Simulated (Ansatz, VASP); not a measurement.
**Zn5Rh in VASP and in Ansatz**

```xyz
6
Lattice="4.5809 0.0000 0.0000 0.0000 4.5809 0.0000 0.0000 0.0000 4.9183" Properties=species:S:1:pos:R:3 pbc="T T T"
Zn    3.2680    3.2680    2.4591
Zn    1.3129    1.3129    2.4591
Zn    1.3129    3.2680    2.4591
Zn    3.2680    1.3129    2.4591
Zn    0.0000    0.0000    2.4591
Rh    0.0000    0.0000    0.0000
```

Alike in both runs: task single point; functional PBE; k mesh 4 × 4 × 4; occupations gaussian, width 0.1 eV; no spin polarisation.

|  | VASP | Ansatz |
| --- | --- | --- |
| version | VASP 6.6.1 | Ansatz 0.2.0 |
| potentials or method | VASP PAW PBE potentials, release 64 (Zn, Rh_pv), cutoff 520 eV | scalar-relativistic, plane waves, PAW |
| valence electrons in the cell | 75 | 77 |

```csv
,VASP,Ansatz,Ansatz less VASP
gap on the k mesh at the Fermi level (eV),none,none,-
rms of the force components (eV/Å),0.266,0.266,-0.0002
```

Atom by atom the forces differ by 0.000 eV/Å (rms over components). A gap of «none» marks a metal or a gap that the smearing closes. VASP's potentials hold 75 valence electrons a cell and Ansatz's 77, so a difference there can come from the potentials and not from the codes.
